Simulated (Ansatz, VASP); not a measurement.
# LiHF2: VASP beside Ansatz

```
Li H F
1.0
     1.42115    0.82050    4.39456
    -1.42115    0.82050    4.39456
     0.00000   -1.64100    4.39456
Li H F
1 1 2
Cartesian
  0.0000 0.0000 0.0000
  0.0000 0.0000 6.5918
  0.0000 0.0000 5.4384
  0.0000 0.0000 7.7452
```

Change from the starting cell: strain -0.015 along x and y, +0.015 along z, atoms carried along.

Alike in both runs: task single point; functional LDA; k mesh 9 × 9 × 9; occupations gaussian, width 0.05 eV; no spin polarisation.

|  | VASP | Ansatz |
| --- | --- | --- |
| version | VASP 6.6.1 | Ansatz 0.2.0 |
| potentials or method | VASP PAW LDA potentials, release 64 (Li_sv, H, F), cutoff 520 eV | scalar-relativistic, plane waves, PAW |
| valence electrons in the cell | 18 | 18 |

```csv
,VASP,Ansatz,Ansatz less VASP
gap on the k mesh at the Fermi level (eV),8.18,8.22,+0.038
least direct gap on the mesh (eV),8.38,8.42,+0.038
rms of the force components (eV/Å),0.136,0.173,+0.0371
```

LDA's correlation is that of Perdew and Zunger in VASP and of Perdew and Wang (1992) in Ansatz. Atom by atom the forces differ by 0.037 eV/Å (rms over components).

Noted on VASP's run: the cutoff is under 1.25 times that of the potentials, so the pressure is a little rough.
